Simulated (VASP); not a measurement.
# Ho2O (P4_2/nmc) in VASP: further runs

Runs on Ho2O. Level: PBE. Tasks: single point.

Program: VASP 6.6.1. These are calculated values, not measurements. Logs are shortened: lines on timing, memory, paths and dates and some standing lists are left out, and cuts for length are marked.

### Step 1. The cell of the first run

Symmetry: P4_2/nmc, No. 137, tetragonal system. Conventional cell: a = 3.710 Å, b = 3.710 Å, c = 10.446 Å, α = 90.00°, β = 90.00°, γ = 90.00°. Within 2.9 Å of Ho (site symmetry 2mm) lie 2 O at 2.21 Å. O (site symmetry -4m2) has 4 Ho at 2.21 Å within 2.9 Å.

The cell was generated, and may not be a known phase.

### Step 2. Single point, PBE

INCAR

```
PREC     = Accurate       # precision mode
ENCUT    = 600            # plane-wave cutoff, eV
EDIFF    = 1E-6           # SCF threshold, eV
ISMEAR   = 0              # smearing method
SIGMA    = 0.1            # smearing width, eV
LREAL    = F              # projectors in reciprocal space
LASPH    = T              # aspherical terms in the spheres
NELM     = 200            # most SCF steps
ALGO     = Normal         # electronic algorithm
ISIF     = 2              # what is computed and relaxed
LWAVE    = F              # write WAVECAR
LCHARG   = F              # write CHGCAR
GGA      = PE             # functional
NBANDS   = 33             # bands
GGA_COMPAT= F            
LMAXMIX  = 6              # l up to which the mixer works
```

KPOINTS

```
Automatic mesh
0
Gamma
  8 8 4
```

POSCAR

```
Ho2O
1.0
    3.7097642859      0.0000000000      0.0000000000
    0.0000000000      3.7097642859      0.0000000000
    0.0000000000      0.0000000000     10.4457094242
Ho O
4 2
Direct
    0.5000000000      0.0000000000      0.1142347172
    0.5000000000      0.0000000000      0.6142347172
    0.0000000000      0.5000000000      0.3857652828
    0.0000000000      0.5000000000      0.8857652828
    0.0000000000      0.0000000000      0.5000000000
    0.5000000000      0.5000000000      0.0000000000
```

Potentials or basis: VASP PAW PBE potentials, release 64 (Ho_3, O), 4f in core.

Run with:

```bash
$ cat potpaw_PBE.64/Ho_3/POTCAR potpaw_PBE.64/O/POTCAR > POTCAR
$ mpirun -np 1 vasp_std > vasp.out
```

OUTCAR:

```text
PREC = Accurate
   ENCUT = 600
   EDIFF = 1E-6
   ISMEAR = 0
   LREAL = F
   LASPH = T
   NELM = 200
   ISIF = 2
   GGA = PE

 ion  position               nearest neighbor table
   1  0.500  0.000  0.114-   6 2.21   6 2.21   4 3.55   4 3.55   4 3.55   4 3.55
   2  0.500  0.000  0.614-   5 2.21   5 2.21   3 3.55   3 3.55   3 3.55   3 3.55
   3  0.000  0.500  0.386-   5 2.21   5 2.21   2 3.55   2 3.55   2 3.55   2 3.55
   4  0.000  0.500  0.886-   6 2.21   6 2.21   1 3.55   1 3.55   1 3.55   1 3.55
   5  0.000  0.000  0.500-   2 2.21   3 2.21   3 2.21   2 2.21
   6  0.500  0.500  0.000-   1 2.21   4 2.21   1 2.21   4 2.21

  LATTYP: Found a simple tetragonal cell.
 ALAT       =     3.7097642859
 C/A-ratio  =     2.8157339980

  Lattice vectors:

 A1 = (   3.7097642859,   0.0000000000,   0.0000000000)
 A2 = (   0.0000000000,   3.7097642859,   0.0000000000)
 A3 = (   0.0000000000,   0.0000000000,  10.4457094242)

Analysis of symmetry for initial positions (statically):
=====================================================================
 Subroutine PRICEL returns:
 Original cell was already a primitive cell.

 Routine SETGRP: Setting up the symmetry group for a
 simple tetragonal supercell.

 Subroutine GETGRP returns: Found 16 space group operations
 (whereof  8 operations were pure point group operations)
 out of a pool of 16 trial point group operations.

The static configuration has the point symmetry D_2d.
 The point group associated with its full space group is D_4h.

Analysis of symmetry for dynamics (positions and initial velocities):
=====================================================================
 Subroutine PRICEL returns:
 Original cell was already a primitive cell.

 Routine SETGRP: Setting up the symmetry group for a
 simple tetragonal supercell.

 Subroutine GETGRP returns: Found 16 space group operations
 (whereof  8 operations were pure point group operations)
 out of a pool of 16 trial point group operations.

The dynamic configuration has the point symmetry D_2d.
 The point group associated with its full space group is D_4h.

 Subroutine INISYM returns: Found 16 space group operations
 (whereof  8 operations are pure point group operations),
 and found     1 'primitive' translations

----------------------------------------------------------------------------------------

                                     Primitive cell

  volume of cell :     143.7575

  direct lattice vectors                    reciprocal lattice vectors
[... 101 lines left out ...]
   ISIF   =      2    stress and relaxation
   ISYM   =      2    0-nonsym 1-usesym 2-fastsym
   POTIM  = 0.5000    time-step for ionic-motion
   TEBEG  =    0.0;   TEEND  =   0.0 temperature during run
   PSTRESS=    0.0 pullay stress
   NELECT =      48.0000    total number of electrons
   NUPDOWN=      -1.0000    fix difference up-down
   EMIN   =  10.00;   EMAX   =-10.00  energy-range for DOS
   EFERMI =   0.00;   METHOD = LEGACY
   ISMEAR =     0;   SIGMA  =   0.10  broadening in eV -4-tet -1-fermi 0-gaus
   EFERMI_NEDOS =   21; number of points for ismear=-14 and -15
   IALGO  =     38    algorithm
   IMIX   =      4    mixing-type and parameters
     AMIX     =   0.40;   BMIX     =  1.00
     AMIX_MAG =   1.60;   BMIX_MAG =  1.00
  volume/ion in A,a.u.               =      23.96       161.69
  Fermi-wavevector in a.u.,A,eV,Ry     =   1.135739  2.146235 17.550184  1.289902
  Thomas-Fermi vector in A             =   2.272443
   LORBIT       =      0    0 simple, 1 ext, 2 COOP (PROOUT), +10 PAW based schemes
   GGA     = PE    functional components
   LHFCALC =     F    Hartree Fock is set to
   AEXX    =    0.0000 exact exchange contribution
   IVDW    =     0    specifies the selected vdW correction
   LEPSILON=     F    determine dielectric tensor
   LRPA    =     F    only Hartree local field effects (RPA)
 non-spin polarized calculation
 Gauss-broadening in eV      SIGMA  =   0.10
  energy-cutoff  :      600.00
  volume of cell :      143.76
 maximum number of plane-waves:      4850
 NGX is ok and might be reduce to    30
   NGX = 15   NGY = 15   NGZ = 41

 number of electron      47.9999995 magnetization

 Free energy of the ion-electron system (eV)
  ---------------------------------------------------
  ext. energy  EPLUGINS =         0.00000000
  ---------------------------------------------------
  free energy    TOTEN  =       -39.50527682 eV

  energy without entropy =      -39.49172045  energy(sigma->0) =      -39.49849863

 E-fermi :   3.2388     XC(G=0):  -9.7515

 val. band max:        3.2371802567   @ k =   0.5000   0.5000   0.0000
 cond. band min:       3.2683766759   @ k =   0.5000   0.5000   0.2500
 fundamental gap:      0.0311964191
 Fermi energy:         3.2388423198

 k-point     1 :       0.0000    0.0000    0.0000
  band No.  band energies     occupation
      1     -21.5477      2.00000
      2     -21.4490      2.00000
      3     -21.0223      2.00000
      4     -21.0223      2.00000
      5     -20.9825      2.00000
      6     -20.9825      2.00000
[... 853 lines left out ...]
     32       5.9926      0.00000
     33       6.9718      0.00000

 [... further k-points ...]

------------------------ aborting loop because EDIFF is reached ----------------------------------------

  FORCE on cell =-STRESS in cart. coord.  units (eV):
  Direction    XX          YY          ZZ          XY          YZ          ZX
  --------------------------------------------------------------------------------------
  -------------------------------------------------------------------------------------
  Total        0.8261252      0.8261252      0.7009591      0.0000000      0.0000000      0.0000000
  in kB        9.2071644      9.2071644      7.8121884      0.0000000      0.0000000      0.0000000
  external PRESSURE =       8.7421724 kB  Pullay stress =       0.0000000 kB

 VOLUME and BASIS-vectors are now :
 -----------------------------------------------------------------------------
  energy-cutoff  :      600.00
  volume of cell :      143.76
      direct lattice vectors                 reciprocal lattice vectors
     3.709764286  0.000000000  0.000000000     0.269558905  0.000000000  0.000000000
     0.000000000  3.709764286  0.000000000     0.000000000  0.269558905  0.000000000
     0.000000000  0.000000000 10.445709424     0.000000000  0.000000000  0.095733086

 POSITION                                       TOTAL-FORCE (eV/Angst)
 -----------------------------------------------------------------------------------
      1.85488      0.00000      1.19326        -0.000000      0.000000      0.130270
      1.85488      0.00000      6.41612        -0.000000      0.000000      0.130270
      0.00000      1.85488      4.02959        -0.000000     -0.000000     -0.130270
      0.00000      1.85488      9.25245         0.000000     -0.000000     -0.130270
      0.00000      0.00000      5.22285        -0.000000     -0.000000      0.000000
      1.85488      1.85488      0.00000         0.000000      0.000000      0.000000
 -----------------------------------------------------------------------------------
    total drift:                                0.000000      0.000000     -0.000000

  FREE ENERGIE OF THE ION-ELECTRON SYSTEM (eV)
  ---------------------------------------------------
  free  energy   TOTEN  =       -39.5052768156 eV

  energy  without entropy=      -39.4917204506  energy(sigma->0) =      -39.49849863
```

Run time: 4.7 min. Hardware: 1 thread of Intel Xeon Platinum 8124M at 3.00GHz (Skylake/Cascade Lake), shared host; peak memory 0.39 GiB.

Results:

* Free energy: -39.5053 eV
* Pressure: 0.9 GPa
* Largest force: 0.130 eV/Å
* Band gap on the k mesh: zero (bands 24 and 25 overlap by 0.19 eV)

Forces in eV/Å, atoms in the order of the input:
```
Ho   0.000  0.000  0.130
Ho   0.000  0.000  0.130
Ho   0.000  0.000 -0.130
Ho   0.000  0.000 -0.130
O    0.000  0.000  0.000
O    0.000  0.000  0.000
```

Caveat: spin-orbit coupling is left out, which moves the levels of the heavy elements; the 4f electrons are frozen in the core, so they carry no moment and show no levels; the run has no spin polarisation, though such a crystal can be magnetic.

### Step 3. Single point, PBE

INCAR

```
SYSTEM = Ho2O
ALGO = Normal ; EDIFF = 1E-6
ENCUT = 600 ; GGA = PE
GGA_COMPAT = .False. ; ISIF = 2
ISMEAR = 0 ; LASPH = .True.
LCHARG = .False. ; LMAXMIX = 6
LREAL = .False. ; LWAVE = .False.
NBANDS = 33 ; NELM = 200
PREC = Accurate ; SIGMA = 0.1
```

KPOINTS

```
k-points
0
Gamma
  8 8 4
  0 0 0
```

POSCAR

```
Ho2O
1.0
    3.7093217779      0.0000000000      0.0000000000
    0.0000000000      3.7093217779      0.0000000000
    0.0000000000      0.0000000000     10.4453551325
Ho O
4 2
Direct
    0.5000000000      0.0000000000      0.1142141800
    0.5000000000      0.0000000000      0.6142141800
    0.0000000000      0.5000000000      0.3857858200
    0.0000000000      0.5000000000      0.8857858200
    0.0000000000      0.0000000000      0.5000000000
    0.5000000000      0.5000000000      0.0000000000
```

Potentials or basis: VASP PAW PBE potentials, release 64 (Ho_3, O), 4f in core.

Run with:

```bash
$ cat potpaw_PBE.64/Ho_3/POTCAR potpaw_PBE.64/O/POTCAR > POTCAR
$ mpirun -np 1 vasp_std > vasp.out
```

It took 5.3 min on 1 thread of Intel Xeon Platinum 8124M at 3.00GHz (Skylake/Cascade Lake), shared host; peak memory 0.39 GiB.

It converged, with:

```yaml
Free_energy: -39.5049 eV
Pressure: 0.9 GPa
Largest_force: 0.135 eV/Å
Band_gap_on_the_k_mesh: zero (bands 24 and 25 overlap by 0.19 eV)
```

Forces in eV/Å, atoms in the order of the input:
```
Ho   0.000  0.000  0.135
Ho   0.000  0.000  0.135
Ho   0.000  0.000 -0.135
Ho   0.000  0.000 -0.135
O    0.000  0.000  0.000
O    0.000  0.000  0.000
```

Stress tensor (GPa, compression positive):
```
0.96 0.00 0.00
0.00 0.96 0.00
0.00 0.00 0.78
```

Levels at points of the mesh, in eV from the Fermi level:
| k point | band 21 | band 22 | band 23 | band 24 | band 25 | band 26 | band 27 | band 28 |
| --- | --- | --- | --- | --- | --- | --- | --- | --- |
| (0.00, 0.00, 0.00) | -3.97 | -2.27 | -2.11 | -0.78 | 0.76 | 1.25 | 1.40 | 2.74 |
| (0.50, 0.00, 0.00) | -1.52 | -1.52 | -0.79 | -0.79 | 0.50 | 0.50 | 1.76 | 1.76 |
| (0.50, 0.50, 0.00) | -0.58 | -0.58 | 0.00 | 0.00 | 0.28 | 0.28 | 0.33 | 0.33 |
| (0.00, 0.00, 0.50) | -3.43 | -3.43 | -1.08 | -1.08 | 0.71 | 0.71 | 2.53 | 2.53 |
| (0.50, 0.00, 0.50) | -1.56 | -1.56 | -0.65 | -0.65 | 0.35 | 0.35 | 1.71 | 1.71 |
| (0.50, 0.50, 0.50) | -0.58 | -0.58 | 0.12 | 0.12 | 0.12 | 0.12 | 0.34 | 0.34 |

Caveat: spin-orbit coupling is left out, which moves the levels of the heavy elements; the 4f electrons are frozen in the core, so they carry no moment and show no levels; the run has no spin polarisation, though such a crystal can be magnetic.

[end of part 1 of 3]

The gap in the log of VASP goes by the Fermi energy; the results here count the filled bands.